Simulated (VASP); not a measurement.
# BaS (Fm-3m) in VASP: further runs

BaS is run at these levels: PBEsol; tasks: vibrations by perturbation theory.

Everything below comes from runs of VASP 6.6.1. Logs are shortened: lines on timing, memory, paths and dates and some standing lists are left out, and cuts for length are marked.

## 1. The cell of the first run

Symmetry: Fm-3m, No. 225, cubic system. Conventional cell: a = 6.290 Å, b = 6.290 Å, c = 6.290 Å, α = 90.00°, β = 90.00°, γ = 90.00°. Ba (site symmetry m-3m) has 6 S at 3.15 Å within 4.1 Å. Within 4.1 Å of S (site symmetry m-3m) lie 6 Ba at 3.15 Å.

## 2. Vibrations by perturbation theory, PBEsol (31.11 Å³/atom)

The input, INCAR:

```
PREC = Accurate
ENCUT = 520
EDIFF = 1E-8
ISMEAR = 0
SIGMA = 0.01
LREAL = False
LASPH = True
NELM = 80
ALGO = Normal
ISIF = 2
LWAVE = False
LCHARG = True
GGA = PS
IBRION = 8
NSW = 1
```

The input, KPOINTS:

```
regular mesh
0
Gamma
  6 6 6
```

The input, POSCAR:

```
BaS
1.0
    0.0000000000      3.1450448276      3.1450448276
    3.1450448276      0.0000000000      3.1450448276
    3.1450448276      3.1450448276      0.0000000000
Ba S
1 1
Direct
    0.0000000000      0.0000000000      0.0000000000
    0.5000000000      0.5000000000      0.5000000000
```

Potentials or basis: VASP PAW PBE potentials, release 64 (Ba_sv, S).

Run with:

```console
$ cat potpaw_PBE.64/Ba_sv/POTCAR potpaw_PBE.64/S/POTCAR > POTCAR
$ mpirun -np 1 vasp_std > vasp.out
```

OUTCAR:

```text
PREC = Accurate
   ENCUT = 520
   EDIFF = 1E-8
   ISMEAR = 0
   LREAL = False
   LASPH = True
   NELM = 80
   ISIF = 2
   GGA = PS
   IBRION = 8
   NSW = 1

 ion  position               nearest neighbor table
   1  0.000  0.000  0.000-   2 3.15   2 3.15   2 3.15   2 3.15   2 3.15   2 3.15
   2  0.500  0.500  0.500-   1 3.15   1 3.15   1 3.15   1 3.15   1 3.15   1 3.15

  LATTYP: Found a face centered cubic cell.
 ALAT       =     6.2900896552

  Lattice vectors:

 A1 = (   0.0000000000,   3.1450448276,   3.1450448276)
 A2 = (   3.1450448276,   0.0000000000,   3.1450448276)
 A3 = (   3.1450448276,   3.1450448276,   0.0000000000)

Analysis of symmetry for initial positions (statically):
=====================================================================
 Subroutine PRICEL returns:
 Original cell was already a primitive cell.

 Routine SETGRP: Setting up the symmetry group for a
 face centered cubic supercell.

 Subroutine GETGRP returns: Found 48 space group operations
 (whereof 48 operations were pure point group operations)
 out of a pool of 48 trial point group operations.

The static configuration has the point symmetry O_h .

Analysis of symmetry for dynamics (positions and initial velocities):
=====================================================================
 Subroutine PRICEL returns:
 Original cell was already a primitive cell.

 Routine SETGRP: Setting up the symmetry group for a
 face centered cubic supercell.

 Subroutine GETGRP returns: Found 48 space group operations
 (whereof 48 operations were pure point group operations)
 out of a pool of 48 trial point group operations.

The dynamic configuration has the point symmetry O_h .

 Subroutine INISYM returns: Found 48 space group operations
 (whereof 48 operations are pure point group operations),
 and found     1 'primitive' translations

----------------------------------------------------------------------------------------

                                     Primitive cell

  volume of cell :      62.2172

  direct lattice vectors                    reciprocal lattice vectors
     0.000000000  3.145044828  3.145044828    -0.158980246  0.158980246  0.158980246
     3.145044828  0.000000000  3.145044828     0.158980246 -0.158980246  0.158980246
     3.145044828  3.145044828  0.000000000     0.158980246  0.158980246 -0.158980246

  length of vectors
     4.447765049  4.447765049  4.447765049     0.275361863  0.275361863  0.275361863

  position of ions in fractional coordinates (direct lattice)
     0.000000000  0.000000000  0.000000000
     0.500000000  0.500000000  0.500000000

  ion indices of the primitive-cell ions
   primitive index   ion index
                 1           1
                 2           2

----------------------------------------------------------------------------------------

 KPOINTS: regular mesh

Automatic generation of k-mesh.
 Grid dimensions read from file:
 generate k-points for:    6    6    6

 Generating k-lattice:

  Cartesian coordinates                     Fractional coordinates (reciprocal lattice)
    -0.026496708  0.026496708  0.026496708     0.166666667  0.000000000  0.000000000
     0.026496708 -0.026496708  0.026496708     0.000000000  0.166666667  0.000000000
     0.026496708  0.026496708 -0.026496708     0.000000000  0.000000000  0.166666667

  Length of vectors
     0.045893644  0.045893644  0.045893644

  Shift w.r.t. Gamma in fractional coordinates (k-lattice)
     0.000000000  0.000000000  0.000000000

 Subroutine IBZKPT returns following result:
 ===========================================

 Found     16 irreducible k-points:

 Following reciprocal coordinates:
            Coordinates               Weight
  0.000000  0.000000  0.000000      1.000000
  0.166667  0.000000  0.000000      8.000000
  0.333333  0.000000  0.000000      8.000000
  0.500000  0.000000  0.000000      4.000000
  0.166667  0.166667  0.000000      6.000000
  0.333333  0.166667  0.000000     24.000000
[... 8 lines left out ...]
 -0.333333  0.333333  0.166667     24.000000
 -0.333333  0.500000  0.166667     12.000000
   k-points           NKPTS =     16   k-points in BZ     NKDIM =     16   number of bands    NBANDS=     12
   number of dos      NEDOS =    301   number of ions     NIONS =      2
   total plane-waves  NPLWV =  46656
   dimension x,y,z NGX =    36 NGY =   36 NGZ =   36
   dimension x,y,z NGXF=    72 NGYF=   72 NGZF=   72
   ions per type =               1   1
   NGX,Y,Z   is equivalent  to a cutoff of  13.46, 13.46, 13.46 a.u.
   NGXF,Y,Z  is equivalent  to a cutoff of  26.91, 26.91, 26.91 a.u.
 SYSTEM =  unknown system
   PREC   = accura    normal or accurate (medium, high low for compatibility)
   ISTART =      0    job   : 0-new  1-cont  2-samecut
   ICHARG =      2    charge: 1-file 2-atom 10-const
   ISPIN  =      1    spin polarized calculation?
   LNONCOLLINEAR =      F non collinear calculations
   LSORBIT =      F    spin-orbit coupling
   LASPH  =      T    aspherical Exc in radial PAW
   ENCUT  =  520.0 eV  38.22 Ry    6.18 a.u.   8.27  8.27  8.27*2*pi/ulx,y,z
   NELM   =     80;   NELMIN=  2; NELMDL= -5     # of ELM steps
   EDIFF  = 0.1E-07   stopping-criterion for ELM
   LREAL  =      F    real-space projection
   EDIFFG = 0.1E-06   stopping-criterion for IOM
   NSW    =      1    number of steps for IOM
   IBRION =      8    ionic relax: 0-MD 1-quasi-New 2-CG
   NFREE  =      0    steps in history (QN), initial steepest desc. (CG)
   ISIF   =      2    stress and relaxation
   ISYM   =      2    0-nonsym 1-usesym 2-fastsym
   POTIM  = 0.5000    time-step for ionic-motion
   TEBEG  =    0.0;   TEEND  =   0.0 temperature during run
   PSTRESS=    0.0 pullay stress
   NELECT =      16.0000    total number of electrons
   NUPDOWN=      -1.0000    fix difference up-down
   EMIN   =  10.00;   EMAX   =-10.00  energy-range for DOS
   EFERMI =   0.00;   METHOD = LEGACY
   ISMEAR =     0;   SIGMA  =   0.01  broadening in eV -4-tet -1-fermi 0-gaus
   EFERMI_NEDOS =   21; number of points for ismear=-14 and -15
   IALGO  =     38    algorithm
   IMIX   =      4    mixing-type and parameters
     AMIX     =   0.40;   BMIX     =  1.00
     AMIX_MAG =   1.60;   BMIX_MAG =  1.00
  volume/ion in A,a.u.               =      31.11       209.93
  Fermi-wavevector in a.u.,A,eV,Ry     =   1.041065  1.967328 14.746226  1.083817
  Thomas-Fermi vector in A             =   2.175669
   LORBIT       =      0    0 simple, 1 ext, 2 COOP (PROOUT), +10 PAW based schemes
   GGA     = PS    functional components
   LHFCALC =     F    Hartree Fock is set to
   AEXX    =    0.0000 exact exchange contribution
   IVDW    =     0    specifies the selected vdW correction
   LEPSILON=     F    determine dielectric tensor
   LRPA    =     F    only Hartree local field effects (RPA)
 non-spin polarized calculation
 Gauss-broadening in eV      SIGMA  =   0.01
  energy-cutoff  :      520.00
  volume of cell :       62.22
 maximum number of plane-waves:      1694
 NGX is ok and might be reduce to    36
   NGX = 17   NGY = 17   NGZ = 17

--------------------------------------- Ionic step        1  -------------------------------------------

 number of electron      15.9999998 magnetization

 Free energy of the ion-electron system (eV)
  ---------------------------------------------------
  ext. energy  EPLUGINS =         0.00000000
  ---------------------------------------------------
  free energy    TOTEN  =       -10.70759696 eV

  energy without entropy =      -10.70759696  energy(sigma->0) =      -10.70759696

 E-fermi :   1.6848     XC(G=0):  -9.0169

 val. band max:        1.5899417890   @ k =   0.0000   0.0000   0.0000
 cond. band min:       3.4822756862   @ k =   0.5000   0.5000   0.0000
 fundamental gap:      1.8923338973
 Fermi energy:         1.6847637641

 k-point     1 :       0.0000    0.0000    0.0000
  band No.  band energies     occupation
      1     -24.3080      2.00000
      2      -9.3440      2.00000
      3      -9.3440      2.00000
      4      -9.3440      2.00000
      5      -8.8361      2.00000
      6       1.5899      2.00000
      7       1.5899      2.00000
      8       1.5899      2.00000
      9       5.2240      0.00000
     10       5.3698      0.00000
     11       5.3698      0.00000
     12       5.3698      0.00000
[... 213 lines left out ...]
      1     -24.2328      2.00000
      2      -9.9576      2.00000
      3      -9.8503      2.00000
      4      -9.6709      2.00000
      5      -8.1883      2.00000
      6       0.6167      2.00000
      7       1.0849      2.00000
      8       1.2075      2.00000
      9       4.6632      0.00000
     10       7.1430      0.00000
     11       7.9344      0.00000
     12       8.7336      0.00000

------------------------ aborting loop because EDIFF is reached ----------------------------------------

  FORCE on cell =-STRESS in cart. coord.  units (eV):
  Direction    XX          YY          ZZ          XY          YZ          ZX
  --------------------------------------------------------------------------------------
  -------------------------------------------------------------------------------------
  Total        0.6620074      0.6620074      0.6620074      0.0000000     -0.0000000      0.0000000
  in kB       17.0475868     17.0475868     17.0475868      0.0000000     -0.0000000      0.0000000
  external PRESSURE =      17.0475868 kB  Pullay stress =       0.0000000 kB

 VOLUME and BASIS-vectors are now :
 -----------------------------------------------------------------------------
  energy-cutoff  :      520.00
  volume of cell :       62.22
      direct lattice vectors                 reciprocal lattice vectors
     0.000000000  3.145044828  3.145044828    -0.158980246  0.158980246  0.158980246
     3.145044828  0.000000000  3.145044828     0.158980246 -0.158980246  0.158980246
     3.145044828  3.145044828  0.000000000     0.158980246  0.158980246 -0.158980246

 POSITION                                       TOTAL-FORCE (eV/Angst)
 -----------------------------------------------------------------------------------
      0.00000      0.00000      0.00000        -0.000000      0.000000     -0.000000
      3.14504      3.14504      3.14504         0.000000      0.000000      0.000000
 -----------------------------------------------------------------------------------
    total drift:                                0.000000      0.000000      0.000000

  FREE ENERGIE OF THE ION-ELECTRON SYSTEM (eV)
  ---------------------------------------------------
  free  energy   TOTEN  =       -10.7075969624 eV

  energy  without entropy=      -10.7075969624  energy(sigma->0) =      -10.70759696

[... ionic steps 2 to 3 ...]

--------------------------------------- Ionic step        4  -------------------------------------------

------------------------ aborting loop because EDIFF is reached ----------------------------------------

[... ionic steps 5 to 6 ...]

--------------------------------------- Ionic step        7  -------------------------------------------

 Free energy of the ion-electron system (eV)
  ---------------------------------------------------
  ---------------------------------------------------
  free energy    TOTEN  =        -0.11153227 eV

  energy without entropy =       -0.11153227

------------------------ aborting loop because EDIFF is reached ----------------------------------------

 INTERNAL STRAIN TENSOR  FOR ION    2  DIRECTION 1   (eV/Angst):
 -----------------------------------------------------------------------------
    -0.01745 -0.00000  0.00000
    -0.00000  0.00339  0.00000
     0.00000  0.00000  0.00339

 INTERNAL STRAIN TENSOR FOR ION    2 for displacements in x,y,z  (eV/Angst):
          X           Y           Z          XY          YZ          ZX
  --------------------------------------------------------------------------------
  x     0.00000     0.00000     0.00000     0.00000     0.00000     0.00000
  y     0.00000     0.00000     0.00000     0.00000     0.00000     0.00000
  z     0.00000     0.00000     0.00000     0.00000     0.00000     0.00000

 SECOND DERIVATIVES (NOT SYMMETRIZED)
 ------------------------------------
               1X          1Y          1Z          2X          2Y          2Z
  1X    -2.397109    0.000000    0.000000    2.397109    0.000000    0.000000
  1Y     0.000000   -2.397109    0.000000    0.000000    2.397109    0.000000
  1Z     0.000000    0.000000   -2.397109    0.000000    0.000000    2.397109
  2X     2.394907    0.000000    0.000000   -2.394907    0.000000    0.000000
  2Y     0.000000    2.394907    0.000000    0.000000   -2.394907    0.000000
  2Z     0.000000    0.000000    2.394907    0.000000    0.000000   -2.394907

 Eigenvectors and eigenvalues of the dynamical matrix
 ----------------------------------------------------

   1 f  =    4.745481 THz    29.816737 2PiTHz  158.292211 cm-1    19.625724 meV
             X         Y         Z           dx          dy          dz
      0.000000  0.000000  0.000000     0.000000   -0.435248    0.000000
      3.145045  3.145045  3.145045     0.000000    0.900311    0.000000
[... 21 lines left out ...]
   6 f/i=    0.000854 THz     0.005367 2PiTHz    0.028490 cm-1     0.003532 meV
             X         Y         Z           dx          dy          dz
      0.000000  0.000000  0.000000     0.845579    0.308958   -0.009997
      3.145045  3.145045  3.145045     0.408788    0.149363   -0.004833

--------------------------------------------------------------------------------------------------------

 ELASTIC MODULI CONTR FROM IONIC RELAXATION (kBar)
 Direction    XX          YY          ZZ          XY          YZ          ZX
 --------------------------------------------------------------------------------
 XX           0.0000      0.0000      0.0000      0.0000      0.0000      0.0000
 YY           0.0000      0.0000      0.0000      0.0000      0.0000      0.0000
 ZZ           0.0000      0.0000      0.0000      0.0000      0.0000      0.0000
 XY           0.0000      0.0000      0.0000      0.0000      0.0000      0.0000
 YZ           0.0000      0.0000      0.0000      0.0000      0.0000      0.0000
 ZX           0.0000      0.0000      0.0000      0.0000      0.0000      0.0000
 --------------------------------------------------------------------------------
```

It took 3.4 min on 1 thread of Intel Xeon 8259CL, shared host; peak memory 0.27 GiB.

What came out:

```yaml
Highest_phonon_frequency_at_Γ_LO-TO_splitting_left_out: 158 cm⁻¹
```

Phonon frequencies in cm⁻¹ (negative: imaginary):
| q point | frequencies |
| --- | --- |
| (0.000, 0.000, 0.000) | 0 0 0 158 158 158 |

Caveat: the cell stands under pressure or tension, which shifts response properties; the PAW data sets were made with another functional, which shifts forces and pressure a little; spin-orbit coupling is left out, which moves the levels of the heavy elements.

(Part 1 of 2 ends here.)
